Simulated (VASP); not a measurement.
# Sb (R-3m) in VASP: notebook, part 2 of 2

VASP 6.6.1.

## (4) Relaxation of cell and atoms, PBEsol, target pressure 6.4 GPa, at which the enthalpy is minimised

File INCAR:

```
SYSTEM = Sb
PREC = Accurate ; ENCUT = 600
EDIFF = 1E-7 ; ISMEAR = 0
SIGMA = 0.1 ; LREAL = .FALSE.
LASPH = .TRUE. ; NELM = 80
ALGO = Normal ; ISIF = 3
LWAVE = .FALSE. ; LCHARG = .FALSE.
GGA = PS ; IBRION = 2
NSW = 80 ; EDIFFG = -0.05
PSTRESS = 64.0
```

File KPOINTS:

```
Automatic mesh
0
G
  6 6 6
  0 0 0
```

File POSCAR:

```
Sb
1.0
    2.0944069645      1.2092064248      3.5535001936
   -2.0944069645      1.2092064248      3.5535001936
    0.0000000000     -2.4184128495      3.5535001936
Sb
2
Direct
    0.2386342958      0.2386342958      0.2386342958
    0.7613657042      0.7613657042      0.7613657042
```

Run with:

```console
cat potpaw_PBE.64/Sb/POTCAR > POTCAR
mpirun -np 1 vasp_std > vasp.out
```

It took 78 s on 1 thread of Intel Xeon 8259CL, shared host; peak memory 0.2 GiB.

Results (log left out):

```yaml
Free_energy: -9.0257 eV
Relaxed_volume: 27.06 Å³/atom
Relaxed_cell: a = 4.292 Å, b = 4.292 Å, c = 4.292 Å, α = 58.60°, β = 58.60°, γ = 58.60°
Space_group_after_relaxing_to_0.05_Å: R-3m (No. 166)
Energy_change_on_relaxing_the_enthalpy_is_what_falls: -3.1 meV/atom
Ionic_steps: 4
Pressure_after_relaxing: 6.3 GPa
Largest_force_after_relaxing: 0.029 eV/Å
Band_gap_on_the_k_mesh: zero (band 5 reaches 8.83 eV, above the bottom of band 6 at 8.19 eV)
```

Forces on the atoms (eV/Å):
```
Sb   0.000  0.000  0.029
Sb   0.000  0.000 -0.029
```

Stress tensor (GPa, compression positive):
```
6.31 0.00 0.00
0.00 6.31 0.00
0.00 0.00 6.16
```

The path:
```tsv
step	energy change (eV)	largest force (eV/Å)	pressure (GPa)	volume (Å³)
1	0.0000	0.0935	6.69	54.00
2	-0.0161	0.0244	5.91	54.39
3	-0.0115	0.0446	6.14	54.27
4	-0.0062	0.0295	6.26	54.12
```

Final structure:
```cif
data_structure
_symmetry_space_group_name_H-M 'P 1'
_symmetry_Int_Tables_number 1
_cell_length_a 4.2920
_cell_length_b 4.2920
_cell_length_c 4.2920
_cell_angle_alpha 58.600
_cell_angle_beta 58.600
_cell_angle_gamma 58.600
_cell_volume 54.12
loop_
_atom_site_label
_atom_site_type_symbol
_atom_site_fract_x
_atom_site_fract_y
_atom_site_fract_z
_atom_site_occupancy
Sb1 Sb 0.23931 0.23931 0.23931 1
Sb2 Sb 0.76069 0.76069 0.76069 1
```

Levels at points of the mesh, in eV from the Fermi level:
```csv
k point,band 3,band 4,band 5,band 6,band 7,band 8
"(0.00, 0.00, 0.00)",-2.15,-1.94,-1.94,2.76,3.14,3.14
"(0.50, 0.00, 0.00)",-1.67,-1.53,-0.48,-0.04,-0.02,0.26
"(0.50, 0.50, 0.00)",-6.24,-4.22,-4.12,1.38,5.66,5.91
"(0.50, 0.50, 0.50)",-1.23,-1.23,-0.29,-0.29,-0.17,0.93
```

Caveat: the cell is relaxed towards a set pressure, so the enthalpy falls and the energy may rise; the PAW data sets were made with another functional, which shifts forces and pressure a little; spin-orbit coupling is left out, which moves the levels of the heavy elements; the relaxation stopped at a loose force limit of 0.05 eV/Å, so its end isn't a converged minimum.

## (5) Relaxation of cell and atoms, PBEsol, target pressure 6.4 GPa, at which the enthalpy is minimised

This run uses another cell than the first one, of 30.21 Å³/atom, 1.119 times its volume.

File INCAR:

```
ALGO = Normal
EDIFF = 1E-7
EDIFFG = -0.05
ENCUT = 600
GGA = PS
IBRION = 2
ISIF = 3
ISMEAR = 0
LASPH = True
LCHARG = False
LREAL = False
LWAVE = False
NELM = 80
NSW = 80
PREC = Accurate
PSTRESS = 64.0
SIGMA = 0.1
```

File KPOINTS:

```
k-points
0
Gamma
  6 6 6
```

File POSCAR:

```
Sb
1.0
    2.1542000000      1.2437279499      3.7580000000
   -2.1542000000      1.2437279499      3.7580000000
    0.0000000000     -2.4874558998      3.7580000000
Sb
2
Direct
    0.2334900000      0.2334900000      0.2334900000
    0.7665100000      0.7665100000      0.7665100000
```

Run with:

```console
cat potpaw_PBE.64/Sb/POTCAR > POTCAR
mpirun -np 1 vasp_std > vasp.out
```

It took 2.7 min on 1 thread of Intel Xeon 8259CL, shared host; peak memory 0.21 GiB.

Results (log left out):

```
Free energy                                            : -9.0194 eV
Relaxed volume                                         : 26.97 Å³/atom
Relaxed cell                                           : a = 4.287 Å, b = 4.287 Å, c = 4.287 Å, α = 58.61°, β = 58.61°, γ = 58.61°
Space group after relaxing (to 0.05 Å)                 : R-3m (No. 166)
Energy change on relaxing (the enthalpy is what falls) : +55.7 meV/atom
Ionic steps                                            : 9
Pressure after relaxing                                : 6.4 GPa
Largest force after relaxing                           : 0.007 eV/Å
Band gap on the k mesh                                 : zero (band 5 reaches 8.85 eV, above the bottom of band 6 at 8.20 eV)
```

Forces in eV/Å, atoms in the order of the input:
```
Sb   0.000  0.000 -0.007
Sb   0.000  0.000  0.007
```

Stress tensor (GPa, compression positive):
```
6.43 0.00 0.00
0.00 6.43 0.00
0.00 0.00 6.22
```

Step by step:
| step | energy change (eV) | largest force (eV/Å) | pressure (GPa) | volume (Å³) |
| --- | --- | --- | --- | --- |
| 1 | 0.0000 | 0.0669 | 0.27 | 60.41 |
| 2 | 0.3855 | 1.1464 | 15.13 | 50.85 |
| 3 | 0.0951 | 0.5864 | 6.36 | 55.37 |
| 4 | 0.0967 | 0.3270 | 6.51 | 54.69 |
| 5 | 0.1352 | 0.0193 | 7.16 | 53.39 |
| 6 | 0.1274 | 0.0251 | 7.02 | 53.58 |
| 7 | 0.0905 | 0.0694 | 5.38 | 54.52 |
| 8 | 0.1108 | 0.0156 | 6.33 | 53.97 |
| 9 | 0.1113 | 0.0067 | 6.36 | 53.95 |

Final structure:
```yaml
crystal:
  lattice:
    - [2.09843, 1.21153, 3.53679]
    - [-2.09843, 1.21153, 3.53679]
    - [0.00000, -2.42306, 3.53679]
  atoms:
    - { symbol: Sb, position: [0.23991, 0.23991, 0.23991] }
    - { symbol: Sb, position: [0.76009, 0.76009, 0.76009] }
```

Levels at points of the mesh, in eV from the Fermi level:
```
           k point  band 3  band 4  band 5  band 6  band 7  band 8
(0.00, 0.00, 0.00)   -2.15   -1.93   -1.93    2.82    3.17    3.17
(0.50, 0.00, 0.00)   -1.62   -1.50   -0.50   -0.08    0.00    0.27
(0.50, 0.50, 0.00)   -6.27   -4.23   -4.11    1.40    5.69    5.92
(0.50, 0.50, 0.50)   -1.20   -1.20   -0.31   -0.31   -0.12    0.92
```

Caveat: the cell is relaxed towards a set pressure, so the enthalpy falls and the energy may rise; the PAW data sets were made with another functional, which shifts forces and pressure a little; spin-orbit coupling is left out, which moves the levels of the heavy elements; the relaxation stopped at a loose force limit of 0.05 eV/Å, so its end isn't a converged minimum.

## (6) Relaxation of cell and atoms, PBEsol, target pressure 6.4 GPa, at which the enthalpy is minimised

File INCAR:

```
SYSTEM = Sb
PREC     = Accurate       ! precision mode
ENCUT    = 600            ! plane-wave cutoff, eV
EDIFF    = 1E-7           ! SCF threshold, eV
ISMEAR   = -1             ! smearing method
SIGMA    = 0.1            ! smearing width, eV
LREAL    = .False.        ! projectors in reciprocal space
LASPH    = .True.         ! aspherical terms in the spheres
NELM     = 60             ! most SCF steps
ALGO     = Normal         ! electronic algorithm
ISIF     = 3              ! what is computed and relaxed
LWAVE    = .False.        ! write WAVECAR
LCHARG   = .False.        ! write CHGCAR
GGA      = PS             ! functional
IBRION   = 2              ! ionic algorithm
NSW      = 80             ! ionic steps
EDIFFG   = -0.002         ! ionic threshold
PSTRESS  = 64.0
```

File KPOINTS:

```
regular mesh
0
Gamma
  12 12 12
  0 0 0
```

File POSCAR:

```
Sb
1.0
    2.0944069645      1.2092064248      3.5535001936
   -2.0944069645      1.2092064248      3.5535001936
    0.0000000000     -2.4184128495      3.5535001936
Sb
2
Direct
    0.2386342958      0.2386342958      0.2386342958
    0.7613657042      0.7613657042      0.7613657042
```

Potentials or basis: VASP PAW PBE potentials, release 64 (Sb).

Run with:

```console
cat potpaw_PBE.64/Sb/POTCAR > POTCAR
mpirun -np 1 vasp_std > vasp.out
```

Wall time 34 min (1 thread of Intel Xeon 8259CL, shared host); peak memory 0.3 GiB.

Results (log left out):

| Item | Value |
| --- | --- |
| Free energy | -8.9992 eV |
| Relaxed volume | 26.47 Å³/atom |
| Relaxed cell | a = 4.215 Å, b = 4.215 Å, c = 4.215 Å, α = 59.99°, β = 59.99°, γ = 59.99° |
| Space group after relaxing (to 0.05 Å) | Pm-3m (No. 221) |
| Energy change on relaxing (the enthalpy is what falls) | +12.5 meV/atom |
| Ionic steps | 42 |
| Pressure after relaxing | 6.4 GPa |
| Band gap on the k mesh | zero (band 5 reaches 8.85 eV, above the bottom of band 6 at 7.88 eV) |

The path:
```csv
step,energy change (eV),largest force (eV/Å),pressure (GPa),volume (Å³)
1,0.0000,0.2833,6.61,54.00
3,-0.0280,0.0615,5.10,54.50
5,0.0131,0.0473,6.53,53.28
7,0.0183,0.0366,6.63,53.14
9,0.0136,0.0087,6.17,53.24
11,0.0196,0.0090,6.32,53.08
13,0.0243,0.0101,6.48,52.96
15,0.0252,0.0050,6.44,52.93
17,0.0233,0.0035,6.35,52.98
19,0.0226,0.0032,6.31,53.00
21,0.0233,0.0032,6.35,52.98
23,0.0243,0.0033,6.40,52.95
25,0.0245,0.0033,6.40,52.95
27,0.0254,0.0033,6.44,52.93
29,0.0253,0.0033,6.44,52.93
31,0.0253,0.0032,6.43,52.93
33,0.0251,0.0026,6.42,52.93
35,0.0250,0.0021,6.41,52.94
37,0.0242,0.0018,6.38,52.96
39,0.0240,0.0018,6.37,52.96
41,0.0244,0.0017,6.38,52.95
42,0.0249,0.0016,6.40,52.94
```

Final structure:
```
Sb
1.0
     2.10713    1.21655    3.44188
    -2.10713    1.21655    3.44188
     0.00000   -2.43311    3.44188
Sb
2
Direct
  0.24939 0.24939 0.24939
  0.75061 0.75061 0.75061
```

Levels at points of the mesh, in eV from the Fermi level:
```
           k point  band 1  band 2  band 3  band 4  band 5  band 6  band 7  band 8  band 9
(0.00, 0.00, 0.00)  -13.40   -3.80   -1.87   -1.87   -1.87    3.55    3.55    3.55    4.63
(0.50, 0.00, 0.00)  -10.40  -10.37   -0.79   -0.78   -0.72   -0.70    0.36    0.38    9.08
(0.50, 0.50, 0.00)  -10.51   -7.39   -6.48   -4.12   -4.12    1.64    5.98    5.99    8.56
(0.50, 0.50, 0.50)  -10.43  -10.35   -0.77   -0.77   -0.72   -0.72    0.34    0.40    9.05
```

Caveat: the cell is relaxed towards a set pressure, so the enthalpy falls and the energy may rise; the PAW data sets were made with another functional, which shifts forces and pressure a little; spin-orbit coupling is left out, which moves the levels of the heavy elements.

## (7) Overview

```csv
task,cell,k mesh,cutoff (eV),smearing,gap on the mesh (eV),pressure (GPa),largest force (eV/Å)
single point,"a = 4.298 Å, angles 58.3°, 2 atoms",6 × 6 × 6,520,gaussian 0.1 eV,none,6.7,0.09
relaxation of cell and atoms,"relaxed to 6.4 GPa from a = 4.298 Å, angles 58.3°, 2 atoms",6 × 6 × 6,600,gaussian 0.1 eV,none,6.3,0.03
relaxation of cell and atoms,"relaxed to 6.4 GPa from a = 4.507 Å, angles 57.1°, 2 atoms",6 × 6 × 6,600,gaussian 0.1 eV,none,6.4,0.01
relaxation of cell and atoms,"relaxed to 6.4 GPa from a = 4.298 Å, angles 58.3°, 2 atoms",12 × 12 × 12,600,fermi-dirac 0.1 eV,none,6.4,-
```

Alike in all rows: level PBEsol; potentials or basis VASP PAW PBE potentials, release 64 (Sb); no spin polarisation.

Caveats: the PAW data sets were made with another functional, which shifts forces and pressure a little; spin-orbit coupling is left out, which moves the levels of the heavy elements; the cell is relaxed towards a set pressure, so the enthalpy falls and the energy may rise (some runs); the relaxation stopped at a loose force limit of 0.05 eV/Å, so its end isn't a converged minimum (some runs).

Total energies depend on the potentials used, so only differences within one code and one set of settings carry meaning.
